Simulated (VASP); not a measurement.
# CdSe (F-43m) in VASP: a series of runs

Runs on CdSe. Level: PBEsol+D4. Tasks: single point.

Program: VASP 6.6.1. These are calculated values, not measurements. Logs are shortened: lines on timing, memory, paths and dates and some standing lists are left out, and cuts for length are marked.

## (1) The cell of the first run

Symmetry: F-43m, No. 216, cubic system. The conventional cell has a = 5.884 Å, b = 5.884 Å, c = 5.884 Å, α = 90.00°, β = 90.00°, γ = 90.00°. Within 3.4 Å of Cd (site symmetry -43m) lie 4 Se at 2.55 Å. Within 3.4 Å of Se (site symmetry -43m) lie 4 Cd at 2.55 Å.

## (2) Single point, PBEsol+D4

The input, INCAR:

```
SYSTEM = CdSe
  ALGO = Normal
  EDIFF = 1E-7
  ENCUT = 520
  GGA = PS
  ISIF = 2
  ISMEAR = 0
  IVDW = 13
  LASPH = .True.
  LCHARG = .False.
  LREAL = .False.
  LWAVE = .False.
  NBANDS = 16
  NELM = 60
  PREC = Accurate
  SIGMA = 0.3
```

The input, KPOINTS:

```
k-points
0
Gamma
  5 5 5
  0 0 0
```

The input, POSCAR:

```
CdSe
1.0
    0.0000000000      2.9421914872      2.9421914872
    2.9421914872      0.0000000000      2.9421914872
    2.9421914872      2.9421914872      0.0000000000
Cd Se
1 1
Direct
    0.0000000000      0.0000000000      0.0000000000
    0.7500000000      0.7500000000      0.7500000000
```

Potentials or basis: VASP PAW PBE potentials, release 64 (Cd, Se).

Command:

```bash
$ cat potpaw_PBE.64/Cd/POTCAR potpaw_PBE.64/Se/POTCAR > POTCAR
$ mpirun -np 1 vasp_std > vasp.out
```

OUTCAR:

```text
SYSTEM = CdSe
   EDIFF = 1E-7
   ENCUT = 520
   GGA = PS
   ISIF = 2
   ISMEAR = 0
   IVDW = 13
   LASPH = .True.
   LREAL = .False.
   NELM = 60
   PREC = Accurate

 ion  position               nearest neighbor table
   1  0.000  0.000  0.000-   2 2.55   2 2.55   2 2.55   2 2.55
   2  0.750  0.750  0.750-   1 2.55   1 2.55   1 2.55   1 2.55

  LATTYP: Found a face centered cubic cell.
 ALAT       =     5.8843829744

  Lattice vectors:

 A1 = (   0.0000000000,   2.9421914872,   2.9421914872)
 A2 = (   2.9421914872,   0.0000000000,   2.9421914872)
 A3 = (   2.9421914872,   2.9421914872,   0.0000000000)

Analysis of symmetry for initial positions (statically):
=====================================================================
 Subroutine PRICEL returns:
 Original cell was already a primitive cell.

 Routine SETGRP: Setting up the symmetry group for a
 face centered cubic supercell.

 Subroutine GETGRP returns: Found 24 space group operations
 (whereof 24 operations were pure point group operations)
 out of a pool of 48 trial point group operations.

The static configuration has the point symmetry T_d .

Analysis of symmetry for dynamics (positions and initial velocities):
=====================================================================
 Subroutine PRICEL returns:
 Original cell was already a primitive cell.

 Routine SETGRP: Setting up the symmetry group for a
 face centered cubic supercell.

 Subroutine GETGRP returns: Found 24 space group operations
 (whereof 24 operations were pure point group operations)
 out of a pool of 48 trial point group operations.

The dynamic configuration has the point symmetry T_d .

 Subroutine INISYM returns: Found 24 space group operations
 (whereof 24 operations are pure point group operations),
 and found     1 'primitive' translations

----------------------------------------------------------------------------------------

                                     Primitive cell

  volume of cell :      50.9381

  direct lattice vectors                    reciprocal lattice vectors
     0.000000000  2.942191487  2.942191487    -0.169941352  0.169941352  0.169941352
     2.942191487  0.000000000  2.942191487     0.169941352 -0.169941352  0.169941352
     2.942191487  2.942191487  0.000000000     0.169941352  0.169941352 -0.169941352

  length of vectors
     4.160887104  4.160887104  4.160887104     0.294347056  0.294347056  0.294347056

  position of ions in fractional coordinates (direct lattice)
     0.000000000  0.000000000  0.000000000
     0.750000000  0.750000000  0.750000000

  ion indices of the primitive-cell ions
   primitive index   ion index
                 1           1
                 2           2

----------------------------------------------------------------------------------------

 KPOINTS: k-points

Automatic generation of k-mesh.
 Grid dimensions read from file:
 generate k-points for:    5    5    5

 Generating k-lattice:

  Cartesian coordinates                     Fractional coordinates (reciprocal lattice)
    -0.033988270  0.033988270  0.033988270     0.200000000  0.000000000  0.000000000
     0.033988270 -0.033988270  0.033988270     0.000000000  0.200000000  0.000000000
     0.033988270  0.033988270 -0.033988270     0.000000000  0.000000000  0.200000000

  Length of vectors
     0.058869411  0.058869411  0.058869411

  Shift w.r.t. Gamma in fractional coordinates (k-lattice)
     0.000000000  0.000000000  0.000000000

 Subroutine IBZKPT returns following result:
 ===========================================

 Found     10 irreducible k-points:

 Following reciprocal coordinates:
            Coordinates               Weight
  0.000000  0.000000  0.000000      1.000000
  0.200000  0.000000  0.000000      8.000000
  0.400000  0.000000  0.000000      8.000000
  0.200000  0.200000  0.000000      6.000000
  0.400000  0.200000  0.000000     24.000000
 -0.400000  0.200000  0.000000     24.000000
 -0.200000  0.200000  0.000000     12.000000
  0.400000  0.400000  0.000000      6.000000
 -0.400000  0.400000  0.000000     12.000000
 -0.400000  0.400000  0.200000     24.000000
   k-points           NKPTS =     10   k-points in BZ     NKDIM =     10   number of bands    NBANDS=     16
   number of dos      NEDOS =    301   number of ions     NIONS =      2
   total plane-waves  NPLWV =  32768
   dimension x,y,z NGX =    32 NGY =   32 NGZ =   32
   dimension x,y,z NGXF=    64 NGYF=   64 NGZF=   64
   ions per type =               1   1
   NGX,Y,Z   is equivalent  to a cutoff of  12.79, 12.79, 12.79 a.u.
   NGXF,Y,Z  is equivalent  to a cutoff of  25.57, 25.57, 25.57 a.u.
 SYSTEM =  CdSe
   PREC   = accura    normal or accurate (medium, high low for compatibility)
   ISTART =      0    job   : 0-new  1-cont  2-samecut
   ICHARG =      2    charge: 1-file 2-atom 10-const
   ISPIN  =      1    spin polarized calculation?
   LNONCOLLINEAR =      F non collinear calculations
   LSORBIT =      F    spin-orbit coupling
   LASPH  =      T    aspherical Exc in radial PAW
   ENCUT  =  520.0 eV  38.22 Ry    6.18 a.u.   7.74  7.74  7.74*2*pi/ulx,y,z
   NELM   =     60;   NELMIN=  2; NELMDL= -5     # of ELM steps
   EDIFF  = 0.1E-06   stopping-criterion for ELM
   LREAL  =      F    real-space projection
   EDIFFG = 0.1E-05   stopping-criterion for IOM
   NSW    =      0    number of steps for IOM
   IBRION =     -1    ionic relax: 0-MD 1-quasi-New 2-CG
   NFREE  =      0    steps in history (QN), initial steepest desc. (CG)
   ISIF   =      2    stress and relaxation
   ISYM   =      2    0-nonsym 1-usesym 2-fastsym
   POTIM  = 0.5000    time-step for ionic-motion
   TEBEG  =    0.0;   TEEND  =   0.0 temperature during run
   PSTRESS=    0.0 pullay stress
   NELECT =      18.0000    total number of electrons
   NUPDOWN=      -1.0000    fix difference up-down
   EMIN   =  10.00;   EMAX   =-10.00  energy-range for DOS
   EFERMI =   0.00;   METHOD = LEGACY
   ISMEAR =     0;   SIGMA  =   0.30  broadening in eV -4-tet -1-fermi 0-gaus
   EFERMI_NEDOS =   21; number of points for ismear=-14 and -15
   IALGO  =     38    algorithm
   IMIX   =      4    mixing-type and parameters
     AMIX     =   0.40;   BMIX     =  1.00
     AMIX_MAG =   1.60;   BMIX_MAG =  1.00
  volume/ion in A,a.u.               =      25.47       171.87
  Fermi-wavevector in a.u.,A,eV,Ry     =   1.157403  2.187175 18.226126  1.339583
  Thomas-Fermi vector in A             =   2.294015
   LORBIT       =      0    0 simple, 1 ext, 2 COOP (PROOUT), +10 PAW based schemes
   GGA     = PS    functional components
   LHFCALC =     F    Hartree Fock is set to
   AEXX    =    0.0000 exact exchange contribution
   IVDW    =    13    specifies the selected vdW correction
   LEPSILON=     F    determine dielectric tensor
   LRPA    =     F    only Hartree local field effects (RPA)
 non-spin polarized calculation
 Gauss-broadening in eV      SIGMA  =   0.30
  energy-cutoff  :      520.00
  volume of cell :       50.94
 maximum number of plane-waves:      1389
   NGX = 15   NGY = 15   NGZ = 15

 number of electron      18.0000005 magnetization

 Free energy of the ion-electron system (eV)
  ---------------------------------------------------
  ext. energy  EPLUGINS =         0.00000000
  ---------------------------------------------------
  free energy    TOTEN  =        -6.04804670 eV

  energy without entropy =       -6.04670731  energy(sigma->0) =       -6.04737701

 E-fermi :   2.0664     XC(G=0):  -9.5564

 val. band max:        1.6709407537   @ k =   0.0000   0.0000   0.0000
 cond. band min:       2.3422423288   @ k =   0.0000   0.0000   0.0000
 fundamental gap:      0.6713015751
 Fermi energy:         2.0664437806

 k-point     1 :       0.0000    0.0000    0.0000
  band No.  band energies     occupation
      1     -11.5726      2.00000
      2      -6.6584      2.00000
      3      -6.6584      2.00000
      4      -6.6584      2.00000
      5      -6.1584      2.00000
      6      -6.1584      2.00000
[... 8 lines left out ...]
     15      12.9542      0.00000
     16      12.9542      0.00000

 k-point     2 :       0.2000    0.0000    0.0000
  band No.  band energies     occupation
      1     -11.4101      2.00000
      2      -6.6068      2.00000
      3      -6.6068      2.00000
      4      -6.5160      2.00000
      5      -6.1595      2.00000
      6      -6.1595      2.00000
[... 8 lines left out ...]
     15      11.7415      0.00000
     16      12.0377      0.00000

 k-point     3 :       0.4000    0.0000    0.0000
  band No.  band energies     occupation
      1     -11.1411      2.00000
      2      -6.5430      2.00000
      3      -6.5430      2.00000
      4      -6.1350      2.00000
      5      -6.1350      2.00000
      6      -5.9768      2.00000
[... 8 lines left out ...]
     15      13.0896      0.00000
     16      13.0896      0.00000

 k-point     4 :       0.2000    0.2000    0.0000
  band No.  band energies     occupation
      1     -11.3566      2.00000
      2      -6.5525      2.00000
      3      -6.5507      2.00000
      4      -6.5507      2.00000
      5      -6.1874      2.00000
      6      -6.1311      2.00000
[... 8 lines left out ...]
     15      13.2755      0.00000
     16      14.4645      0.00000

 k-point     5 :       0.4000    0.2000    0.0000
  band No.  band energies     occupation
      1     -11.1243      2.00000
      2      -6.5125      2.00000
      3      -6.4667      2.00000
      4      -6.2938      2.00000
      5      -6.1122      2.00000
      6      -6.0187      2.00000
[... 8 lines left out ...]
     15      13.9801      0.00000
     16      14.1096      0.00000

 k-point     6 :      -0.4000    0.2000    0.0000
  band No.  band energies     occupation
      1     -11.0353      2.00000
      2      -6.5019      2.00000
      3      -6.4653      2.00000
      4      -6.1801      2.00000
      5      -6.1413      2.00000
      6      -5.6998      2.00000
[... 8 lines left out ...]
     15      12.8156      0.00000
     16      13.9755      0.00000

 k-point     7 :      -0.2000    0.2000    0.0000
  band No.  band energies     occupation
      1     -11.2123      2.00000
      2      -6.5439      2.00000
      3      -6.5288      2.00000
      4      -6.2881      2.00000
      5      -6.1804      2.00000
      6      -6.0909      2.00000
[... 8 lines left out ...]
     15      13.2432      0.00000
     16      14.3839      0.00000

 k-point     8 :       0.4000    0.4000    0.0000
  band No.  band energies     occupation
      1     -11.0042      2.00000
      2      -6.4359      2.00000
      3      -6.3463      2.00000
      4      -6.3463      2.00000
      5      -6.0865      2.00000
      6      -5.8779      2.00000
[... 8 lines left out ...]
     15      14.0144      0.00000
     16      16.4215      0.00000

 k-point     9 :      -0.4000    0.4000    0.0000
  band No.  band energies     occupation
      1     -10.9509      2.00000
      2      -6.4508      2.00000
      3      -6.3441      2.00000
      4      -6.2793      2.00000
      5      -6.1076      2.00000
      6      -5.5975      2.00000
[... 8 lines left out ...]
     15      13.8571      0.00000
     16      15.8627      0.00000

 k-point    10 :      -0.4000    0.4000    0.2000
  band No.  band energies     occupation
      1     -10.9841      2.00000
      2      -6.4423      2.00000
      3      -6.4230      2.00000
      4      -6.2336      2.00000
      5      -6.1348      2.00000
      6      -5.6515      2.00000
[... 8 lines left out ...]
     15      13.6642      0.00000
     16      15.7458      0.00000

------------------------ aborting loop because EDIFF is reached ----------------------------------------

  DFT-D4 for vdW energy calculation

  Edisp (eV):   -0.42135

  FORCE on cell =-STRESS in cart. coord.  units (eV):
  Direction    XX          YY          ZZ          XY          YZ          ZX
  --------------------------------------------------------------------------------------
  -------------------------------------------------------------------------------------
  Total       1.86834     1.86834     1.86834     0.00000    -0.00000     0.00000
  in kB      58.76564    58.76564    58.76564     0.00000    -0.00000     0.00000
  external pressure =       58.77 kB  Pullay stress =        0.00 kB

 VOLUME and BASIS-vectors are now :
 -----------------------------------------------------------------------------
  energy-cutoff  :      520.00
  volume of cell :       50.94
      direct lattice vectors                 reciprocal lattice vectors
     0.000000000  2.942191487  2.942191487    -0.169941352  0.169941352  0.169941352
     2.942191487  0.000000000  2.942191487     0.169941352 -0.169941352  0.169941352
     2.942191487  2.942191487  0.000000000     0.169941352  0.169941352 -0.169941352

 POSITION                                       TOTAL-FORCE (eV/Angst)
 -----------------------------------------------------------------------------------
      0.00000      0.00000      0.00000        -0.000000     -0.000000     -0.000000
      4.41329      4.41329      4.41329         0.000000      0.000000      0.000000
 -----------------------------------------------------------------------------------
    total drift:                                0.000000      0.000000      0.000000

  FREE ENERGIE OF THE ION-ELECTRON SYSTEM (eV)
  ---------------------------------------------------
  free  energy   TOTEN  =        -6.4693960746 eV

  energy  without entropy=       -6.4680566844  energy(sigma->0) =       -6.46872638
```

Wall time 7 s (1 thread of Intel Xeon 6975P-C, shared host); peak memory 0.17 GiB.

What came out:

- Free energy: -6.4694 eV
- Pressure: 5.9 GPa
- Band gap on the k mesh: 0.67 eV, direct
- Dispersion energy per atom: -0.211 eV

Caveat: the PAW data sets were made with another functional, which shifts forces and pressure a little. A hybrid or GW would open this gap; PBEsol tends to underestimate it.

(Continued in part 2 of 2.)
